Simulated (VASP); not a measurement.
MnSi: single point with r2SCAN

The system is MnSi.

```
Mn Si
1.0
     4.54727    0.00000    0.00000
     0.00000    4.54727    0.00000
     0.00000    0.00000    4.54727
Mn Si
4 4
Direct
  0.13950 0.13950 0.13950
  0.36050 0.86050 0.63950
  0.63950 0.36050 0.86050
  0.86050 0.63950 0.36050
  0.84740 0.84740 0.84740
  0.65260 0.15260 0.34740
  0.34740 0.65260 0.15260
  0.15260 0.34740 0.65260
```

- Program: VASP 6.6.1
- Task: single point
- Functional: r2SCAN
- Potentials or basis: VASP PAW PBE potentials, release 64 (Mn_pv, Si)
- Cutoff: 520 eV
- k mesh: 5 × 5 × 5
- Occupations: fermi-dirac, width 0.1 eV
- Spin: no spin polarisation
- Dipole correction: no
- Further INCAR settings: ALGO = Normal; EDIFF = 1e-07; NBANDS = 44

```json
{"Pressure": "-12.9 GPa", "Largest force": "0.441 eV/Å", "Band gap on the k mesh": "zero (bands 34 and 35 overlap by 0.44 eV)"}
```

Forces on the atoms (eV/Å):
```
Mn  -0.255 -0.255 -0.255
Mn   0.255  0.255 -0.255
Mn  -0.255  0.255  0.255
Mn   0.255 -0.255  0.255
Si  -0.109 -0.109 -0.109
Si   0.109  0.109 -0.109
Si  -0.109  0.109  0.109
Si   0.109 -0.109  0.109
```

Levels at points of the mesh, in eV from the Fermi level:
```tsv
k point	band 30	band 31	band 32	band 33	band 34	band 35	band 36	band 37	band 38	band 39
(0.00, 0.00, 0.00)	-1.66	-1.66	0.18	0.18	0.18	0.36	0.36	1.34	1.34	1.34
```

Wall time 93 s on 1 thread of Intel(R) Xeon(R) Platinum 8488C (Sapphire Rapids), on a shared host, peak memory 0.22 GiB.

Caveat: the cell stands under tension; the PAW data sets were made with another functional, which shifts forces and pressure a little; the run has no spin polarisation, though such a crystal can be magnetic. Spin polarisation is off, so any magnetic state and its effect on volume and gap are missing.
